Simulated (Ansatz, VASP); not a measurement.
# Sb: VASP beside Ansatz

Contents of INCAR:

```
ALGO = Normal
EDIFF = 1E-6
ENCUT = 500
GGA = PS
GGA_COMPAT = F
ISIF = 2
ISMEAR = -1
LASPH = T
LCHARG = T
LELF = T
LREAL = F
LVHAR = T
LWAVE = F
NBANDS = 12
NELM = 120
PREC = Accurate
SIGMA = 0.05
```

KPOINTS

```
k-points
0
Gamma
  9 9 9
```

The input POSCAR:

```
Sb
1.0
    2.1506003320      1.2416496806      3.7814400000
   -2.1506003320      1.2416496806      3.7814400000
    0.0000000000     -2.4832993611      3.7814400000
Sb
2
Direct
    0.2336400000      0.2336400000      0.2336400000
    0.7663600000      0.7663600000      0.7663600000
```

Input for Ansatz:

```yaml
crystal:
  lattice:
    - [2.150600332, 1.2416496806, 3.78144]
    - [-2.150600332, 1.2416496806, 3.78144]
    - [0.0, -2.4832993611, 3.78144]
  atoms:
    - { symbol: Sb, position: [0.23364, 0.23364, 0.23364] }
    - { symbol: Sb, position: [0.76636, 0.76636, 0.76636] }
kpoints:
  mp_grid: { grid: [9, 9, 9] }
  band_path:
    path:
      - [0.0, 0.0, 0.0]
      - [0.5, 0.5, 0.5]
      - [0.7614559141, 0.2385440859, 0.5]
      - [0.5, -0.2385440859, 0.2385440859]
      - [0.5, 0.0, 0.0]
      - [0.0, 0.0, 0.0]
      - [0.369272043, -0.369272043, 0.0]
      - [0.630727957, 0.0, 0.369272043]
      - [0.5, 0.0, 0.5]
    npoints: 5
scf:
  occupations: { method: fermi_dirac, width: 0.05 }
hamiltonian:
  xc: pbesol
  pseudopotentials: { kind: all_electron, lapw: { basis_error: 0.0005 } }
output:
  forces: true
  stress: true
  eigenvalues: true
```

Change from the starting cell: zz strain of +1 %.

Alike in both runs: task single point; functional PBEsol; k mesh 9 × 9 × 9; occupations fermi-dirac, width 0.05 eV; no spin polarisation.

|  | VASP | Ansatz |
| --- | --- | --- |
| version | VASP 6.6.1 | Ansatz 0.2.0 |
| potentials or method | VASP PAW PBE potentials, release 64 (Sb), cutoff 500 eV | all-electron LAPW, scalar-relativistic |

|  | VASP | Ansatz | Ansatz less VASP |
| --- | --- | --- | --- |
| pressure (GPa) | 0.1 | -0.1 | -0.18 |
| traceless stress, the component that is largest in VASP (GPa) | -0.57 | -0.53 | +0.046 |
| rms of the force components (eV/Å) | 0.077 | 0.045 | -0.0319 |

VASP's potentials were made for PBE, not for PBEsol. Atom by atom the forces differ by 0.032 eV/Å (rms over components). Ansatz ran all-electron here, and VASP with PAW potentials.

Neither program's run includes spin-orbit coupling.
